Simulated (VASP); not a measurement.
# Si (P1) in VASP: a series of runs

The runs below take Si through single point, with PBE.

Everything below comes from runs of VASP 6.6.1. Logs are shortened: lines on timing, memory, paths and dates and some standing lists are left out, and cuts for length are marked.

## 1. The cell of the first run

The typed cell holds 8 atoms: a = 7.699 Å, b = 7.699 Å, c = 3.849 Å, α = 60.00°, β = 60.00°, γ = 60.00°.

## 2. Single point, PBE

Input file INCAR:

```
SYSTEM = Si
ALGO = Normal ; EDIFF = 1E-6
ENCUT = 500 ; GGA = PE
GGA_COMPAT = .False. ; ISIF = 2
ISMEAR = 0 ; LASPH = .True.
LCHARG = .False. ; LREAL = .False.
LWAVE = .False. ; NBANDS = 26
NELM = 120 ; PREC = Accurate
SIGMA = 0.01
```

Input file KPOINTS:

```
k-points
0
Gamma
  1 1 1
  0 0 0
```

Input file POSCAR:

```
Si
1.0
    0.0000000000      5.4437020000      5.4437020000
    5.4437020000      0.0000000000      5.4437020000
    2.7218510000      2.7218510000      0.0000000000
Si
8
Direct
    0.1371490000      0.1215560000      0.2541030000
    0.0007610000      0.0043390000     -0.0145700000
    0.1228450000      0.6210960000      0.2388330000
   -0.0043840000      0.4973370000     -0.0029800000
    0.6202890000      0.1271930000      0.2443110000
    0.4833850000      0.0061870000     -0.0040720000
    0.6211380000      0.6263950000      0.2523890000
    0.5002740000      0.4955600000      0.0019910000
```

Potentials or basis: VASP PAW PBE potentials, release 64 (Si).

Command:

```
$ cat potpaw_PBE.64/Si/POTCAR > POTCAR
$ mpirun -np 1 vasp_gam > vasp.out
```

OUTCAR:

```text
SYSTEM = Si
   EDIFF = 1E-6
   ENCUT = 500
   GGA = PE
   ISIF = 2
   ISMEAR = 0
   LASPH = .True.
   LREAL = .False.
   NELM = 120
   PREC = Accurate

 ion  position               nearest neighbor table
   1  0.137  0.122  0.254-   6 2.18   2 2.30   4 2.37   2 2.44
   2  0.001  0.004  0.985-   1 2.30   5 2.39   3 2.41   1 2.44
   3  0.123  0.621  0.239-   4 2.34   8 2.37   4 2.38   2 2.41
   4  0.996  0.497  0.997-   3 2.34   7 2.35   1 2.37   3 2.38
   5  0.620  0.127  0.244-   8 2.32   6 2.36   2 2.39   6 2.40
   6  0.483  0.006  0.996-   1 2.18   5 2.36   7 2.39   5 2.40
   7  0.621  0.626  0.252-   4 2.35   8 2.36   8 2.37   6 2.39
   8  0.500  0.496  0.002-   5 2.32   7 2.36   7 2.37   3 2.37

  LATTYP: Found a base centered orthorhombic cell.
 ALAT       =     7.6985571979
 B/A-ratio  =     1.4142135624
 C/A-ratio  =     0.5000000000

  Lattice vectors:

 A1 = (  -2.7218510000,   2.7218510000,  -5.4437020000)
 A2 = (  -2.7218510000,   2.7218510000,   5.4437020000)
 A3 = (   2.7218510000,   2.7218510000,   0.0000000000)

Analysis of symmetry for initial positions (statically):
=====================================================================
 Subroutine PRICEL returns:
 Original cell was already a primitive cell.

 Routine SETGRP: Setting up the symmetry group for a
 base centered orthorhombic supercell.

 Subroutine GETGRP returns: Found  1 space group operations
 (whereof  1 operations were pure point group operations)
 out of a pool of  8 trial point group operations.

The static configuration has the point symmetry C_1 .

Analysis of symmetry for dynamics (positions and initial velocities):
=====================================================================
 Subroutine PRICEL returns:
 Original cell was already a primitive cell.

 Routine SETGRP: Setting up the symmetry group for a
 base centered orthorhombic supercell.

 Subroutine GETGRP returns: Found  1 space group operations
 (whereof  1 operations were pure point group operations)
 out of a pool of  8 trial point group operations.

The dynamic configuration has the point symmetry C_1 .

 Subroutine INISYM returns: Found  1 space group operations
 (whereof  1 operations are pure point group operations),
 and found     1 'primitive' translations

----------------------------------------------------------------------------------------

                                     Primitive cell

  volume of cell :     161.3181

  direct lattice vectors                    reciprocal lattice vectors
     0.000000000  5.443702000  5.443702000    -0.091849260  0.091849260  0.091849260
     5.443702000  0.000000000  5.443702000     0.091849260 -0.091849260  0.091849260
     2.721851000  2.721851000  0.000000000     0.183698520  0.183698520 -0.183698520

  length of vectors
     7.698557198  7.698557198  3.849278599     0.159087585  0.159087585  0.318175170

  position of ions in fractional coordinates (direct lattice)
     0.137149000  0.121556000  0.254103000
     0.000761000  0.004339000  0.985430000
     0.122845000  0.621096000  0.238833000
     0.995616000  0.497337000  0.997020000
     0.620289000  0.127193000  0.244311000
     0.483385000  0.006187000  0.995928000
     0.621138000  0.626395000  0.252389000
     0.500274000  0.495560000  0.001991000

  ion indices of the primitive-cell ions
   primitive index   ion index
                 1           1
                 2           2
                 3           3
                 4           4
                 5           5
                 6           6
                 7           7
                 8           8

----------------------------------------------------------------------------------------

 KPOINTS: k-points

Automatic generation of k-mesh.
 Grid dimensions read from file:
 generate k-points for:    1    1    1

 Generating k-lattice:

  Cartesian coordinates                     Fractional coordinates (reciprocal lattice)
    -0.091849260  0.091849260  0.091849260     1.000000000  0.000000000  0.000000000
     0.091849260 -0.091849260  0.091849260     0.000000000  1.000000000  0.000000000
     0.183698520  0.183698520 -0.183698520     0.000000000  0.000000000  1.000000000

  Length of vectors
     0.159087585  0.159087585  0.318175170

  Shift w.r.t. Gamma in fractional coordinates (k-lattice)
     0.000000000  0.000000000  0.000000000

 Subroutine IBZKPT returns following result:
 ===========================================

 Found      1 irreducible k-points:

 Following reciprocal coordinates:
            Coordinates               Weight
  0.000000  0.000000  0.000000      1.000000
   k-points           NKPTS =      1   k-points in BZ     NKDIM =      1   number of bands    NBANDS=     26
   number of dos      NEDOS =    301   number of ions     NIONS =      8
   total plane-waves  NPLWV =  87808
   dimension x,y,z NGX =    56 NGY =   56 NGZ =   28
   dimension x,y,z NGXF=   112 NGYF=  112 NGZF=   56
   ions per type =               8
   NGX,Y,Z   is equivalent  to a cutoff of  12.09, 12.09, 12.09 a.u.
   NGXF,Y,Z  is equivalent  to a cutoff of  24.19, 24.19, 24.19 a.u.
 SYSTEM =  Si
   PREC   = accura    normal or accurate (medium, high low for compatibility)
   ISTART =      0    job   : 0-new  1-cont  2-samecut
   ICHARG =      2    charge: 1-file 2-atom 10-const
   ISPIN  =      1    spin polarized calculation?
   LNONCOLLINEAR =      F non collinear calculations
   LSORBIT =      F    spin-orbit coupling
   LASPH  =      T    aspherical Exc in radial PAW
   ENCUT  =  500.0 eV  36.75 Ry    6.06 a.u.  14.04 14.04  7.02*2*pi/ulx,y,z
   NELM   =    120;   NELMIN=  2; NELMDL= -5     # of ELM steps
   EDIFF  = 0.1E-05   stopping-criterion for ELM
   LREAL  =      F    real-space projection
   EDIFFG = 0.1E-04   stopping-criterion for IOM
   NSW    =      0    number of steps for IOM
   IBRION =     -1    ionic relax: 0-MD 1-quasi-New 2-CG
   NFREE  =      0    steps in history (QN), initial steepest desc. (CG)
   ISIF   =      2    stress and relaxation
   ISYM   =      2    0-nonsym 1-usesym 2-fastsym
   POTIM  = 0.5000    time-step for ionic-motion
   TEBEG  =    0.0;   TEEND  =   0.0 temperature during run
   PSTRESS=    0.0 pullay stress
   NELECT =      32.0000    total number of electrons
   NUPDOWN=      -1.0000    fix difference up-down
   EMIN   =  10.00;   EMAX   =-10.00  energy-range for DOS
   EFERMI =   0.00;   METHOD = LEGACY
   ISMEAR =     0;   SIGMA  =   0.01  broadening in eV -4-tet -1-fermi 0-gaus
   EFERMI_NEDOS =   21; number of points for ismear=-14 and -15
   IALGO  =     38    algorithm
   IMIX   =      4    mixing-type and parameters
     AMIX     =   0.40;   BMIX     =  1.00
     AMIX_MAG =   1.60;   BMIX_MAG =  1.00
  volume/ion in A,a.u.               =      20.16       136.08
  Fermi-wavevector in a.u.,A,eV,Ry     =   0.954766  1.804247 12.402785  0.911579
  Thomas-Fermi vector in A             =   2.083543
   LORBIT       =      0    0 simple, 1 ext, 2 COOP (PROOUT), +10 PAW based schemes
   GGA     = PE    functional components
   LHFCALC =     F    Hartree Fock is set to
   AEXX    =    0.0000 exact exchange contribution
   IVDW    =     0    specifies the selected vdW correction
   LEPSILON=     F    determine dielectric tensor
   LRPA    =     F    only Hartree local field effects (RPA)
 non-spin polarized calculation
 Gauss-broadening in eV      SIGMA  =   0.01
  energy-cutoff  :      500.00
  volume of cell :      161.32
 maximum number of plane-waves:      2008
 NGX is ok and might be reduce to    54
   NGX = 27   NGY = 27   NGZ = 15

 number of electron      32.0000000 magnetization

 Free energy of the ion-electron system (eV)
  ---------------------------------------------------
  ext. energy  EPLUGINS =         0.00000000
  ---------------------------------------------------
  free energy    TOTEN  =       -23.50532833 eV

  energy without entropy =      -23.50532833  energy(sigma->0) =      -23.50532833

 E-fermi :   6.4081     XC(G=0):  -9.1580

 val. band max:        6.3588084394   @ k =   0.0000   0.0000   0.0000
 cond. band min:       6.6487842467   @ k =   0.0000   0.0000   0.0000
 fundamental gap:      0.2899758073
 Fermi energy:         6.4081168042

 k-point     1 :       0.0000    0.0000    0.0000
  band No.  band energies     occupation
      1      -5.8499      2.00000
      2      -3.5476      2.00000
      3      -3.4341      2.00000
      4      -1.7426      2.00000
      5      -1.6625      2.00000
      6      -0.9621      2.00000
      7      -0.8049      2.00000
      8       3.2107      2.00000
      9       3.2510      2.00000
     10       4.7273      2.00000
     11       4.8877      2.00000
     12       4.9871      2.00000
     13       5.0601      2.00000
     14       6.0010      2.00000
     15       6.1551      2.00000
     16       6.3588      2.00000
     17       6.6488      0.00000
     18       6.7426      0.00000
     19       7.5587      0.00000
     20       7.6212      0.00000
     21       8.4449      0.00000
     22       8.5401      0.00000
     23       8.6673      0.00000
     24       9.1926      0.00000
     25       9.2958      0.00000
     26       9.4423      0.00000

------------------------ aborting loop because EDIFF is reached ----------------------------------------

  FORCE on cell =-STRESS in cart. coord.  units (eV):
  Direction    XX          YY          ZZ          XY          YZ          ZX
  --------------------------------------------------------------------------------------
  -------------------------------------------------------------------------------------
  Total       16.8263764     16.3382899     10.2859129      7.8427302      0.1573227     -2.0365077
  in kB      167.1160466    162.2684741    102.1575326     77.8923536      1.5624962    -20.2261678
  external PRESSURE =     143.8473511 kB  Pullay stress =       0.0000000 kB

 VOLUME and BASIS-vectors are now :
 -----------------------------------------------------------------------------
  energy-cutoff  :      500.00
  volume of cell :      161.32
      direct lattice vectors                 reciprocal lattice vectors
     0.000000000  5.443702000  5.443702000    -0.091849260  0.091849260  0.091849260
     5.443702000  0.000000000  5.443702000     0.091849260 -0.091849260  0.091849260
     2.721851000  2.721851000  0.000000000     0.183698520  0.183698520 -0.183698520

 POSITION                                       TOTAL-FORCE (eV/Angst)
 -----------------------------------------------------------------------------------
      1.35335      1.43823      1.40831         0.295343     -2.366449     -0.783000
      2.70581      2.68634      0.02776         0.939079      1.772918     -0.456102
      4.03113      1.31880      4.04979         0.286129     -0.079244      0.282184
      5.42109      8.13358      8.12719        -0.527099     -0.280566      0.022472
      1.35738      4.04165      4.06907        -0.604235     -0.549805     -0.051381
      2.74445      5.34217      2.66508        -0.969576      1.494113      0.988129
      4.09687      4.06826      6.79120         0.135024     -0.133000      0.009915
      2.70310      2.72876      5.42102         0.445335      0.142034     -0.012218
 -----------------------------------------------------------------------------------
    total drift:                                0.000024     -0.000023      0.000001

  FREE ENERGIE OF THE ION-ELECTRON SYSTEM (eV)
  ---------------------------------------------------
  free  energy   TOTEN  =       -23.5053283251 eV

  energy  without entropy=      -23.5053283251  energy(sigma->0) =      -23.50532833
```

Run time: 11 s. Hardware: 1 thread of Intel Xeon Platinum 8375C at 2.90GHz (Ice Lake), shared host; peak memory 0.25 GiB.

Results:

```yaml
Free_energy: -23.5053 eV
Pressure: 14.4 GPa
Largest_force: 2.510 eV/Å
```

Forces in eV/Å, atoms in the order of the input:
```
Si   0.295 -2.366 -0.783
Si   0.939  1.773 -0.456
Si   0.286 -0.079  0.282
Si  -0.527 -0.281  0.022
Si  -0.604 -0.550 -0.051
Si  -0.970  1.494  0.988
Si   0.135 -0.133  0.010
Si   0.445  0.142 -0.012
```

Stress tensor (GPa, compression positive):
```
16.71  7.79 -2.02
 7.79 16.23  0.16
-2.02  0.16 10.22
```

Caveat: the k points lie up to 1.63 Å⁻¹ apart; forces of over 1 eV/Å act on the atoms, so gaps and moduli don't describe the material at rest.

## 3. Single point, PBE

Input file INCAR:

```
PREC = Accurate
ENCUT = 500
EDIFF = 1E-6
ISMEAR = 0
SIGMA = 0.01
LREAL = False
LASPH = True
NELM = 120
ALGO = Normal
ISIF = 2
LWAVE = False
LCHARG = False
GGA = PE
NBANDS = 26
GGA_COMPAT = False
```

Input file KPOINTS:

```
Automatic mesh
0
Gamma
  1 1 1
```

POSCAR is that of step 2.

Potentials or basis: VASP PAW PBE potentials, release 64 (Si).

Command:

```
$ cat potpaw_PBE.64/Si/POTCAR > POTCAR
$ mpirun -np 1 vasp_gam > vasp.out
```

Wall time 11 s (1 thread of Intel Xeon Platinum 8375C at 2.90GHz (Ice Lake), shared host); peak memory 0.25 GiB.

It converged, with:

- Free energy: -23.5053 eV
- Pressure: 14.4 GPa
- Largest force: 2.510 eV/Å

Forces in eV/Å, atoms in the order of the input:
```
Si   0.295 -2.366 -0.783
Si   0.939  1.773 -0.456
Si   0.286 -0.079  0.282
Si  -0.527 -0.281  0.022
Si  -0.604 -0.550 -0.051
Si  -0.970  1.494  0.988
Si   0.135 -0.133  0.010
Si   0.445  0.142 -0.012
```

Stress tensor (GPa, compression positive):
```
16.71  7.79 -2.02
 7.79 16.23  0.16
-2.02  0.16 10.22
```

Levels at points of the mesh, in eV from the Fermi level:
```
           k point  band 14  band 15  band 16  band 17  band 18  band 19
(0.00, 0.00, 0.00)    -0.41    -0.25    -0.05     0.24     0.33     1.15
```

Caveat: the k points lie up to 1.63 Å⁻¹ apart; forces of over 1 eV/Å act on the atoms, so gaps and moduli don't describe the material at rest.
